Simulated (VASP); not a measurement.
AlBN3: single point with r2SCAN

Crystal: AlBN3.

```
Al B N
1.0
     4.58576    0.00000    0.00000
    -2.29288    3.97139    0.00000
    -2.29288    1.32380    4.70685
Al B N
2 2 6
Cartesian
  0.0000 0.0000 0.0000
  0.0000 2.6476 2.3534
  -2.2929 3.9714 3.5301
  2.2929 1.3238 1.1767
  0.8757 3.9714 3.5301
  -1.5843 2.7440 3.5301
  0.7086 1.2274 3.5301
  -0.8757 1.3238 1.1767
  1.5843 2.5512 1.1767
  -0.7086 4.0678 1.1767
```

```
Program             : VASP 6.6.1
Task                : single point
Functional          : r2SCAN
Potentials or basis : VASP PAW PBE potentials, release 64 (Al, B, N)
Cutoff              : 520 eV
k mesh              : 7 × 7 × 7
Occupations         : fermi-dirac, width 0.1 eV
Spin                : no spin polarisation
```

```json
{
 "Pressure": "7.3 GPa",
 "Largest force": "0.818 eV/Å",
 "Band gap on the k mesh": "zero (bands 21 and 22 overlap by 0.61 eV)"
}
```

Forces on the atoms (eV/Å):
```
Al   0.000  0.000  0.000
Al   0.000  0.000  0.000
B    0.000  0.000  0.000
B    0.000  0.000  0.000
N   -0.818  0.000  0.000
N    0.409 -0.708  0.000
N    0.409  0.708  0.000
N    0.818  0.000  0.000
N   -0.409  0.708  0.000
N   -0.409 -0.708  0.000
```

Stress tensor (GPa, compression positive):
```
11.77  0.00  0.00
 0.00 11.77  0.00
 0.00  0.00 -1.78
```

Levels at points of the mesh, in eV from the Fermi level:
```tsv
k point	band 19	band 20	band 21	band 22	band 23	band 24
(0.00, 0.00, 0.00)	-1.04	0.13	0.16	0.16	1.33	1.33
```

It took 6.8 min on 1 thread of Intel(R) Xeon(R) Platinum 8175M CPU @ 2.50GHz (Skylake/Cascade Lake) (shared host), peak memory 0.28 GiB.

Caveat: the cell stands under pressure; semilocal functionals underestimate gaps, so a narrow gap can read as zero; the PAW data sets were made with another functional, which shifts forces and pressure a little.
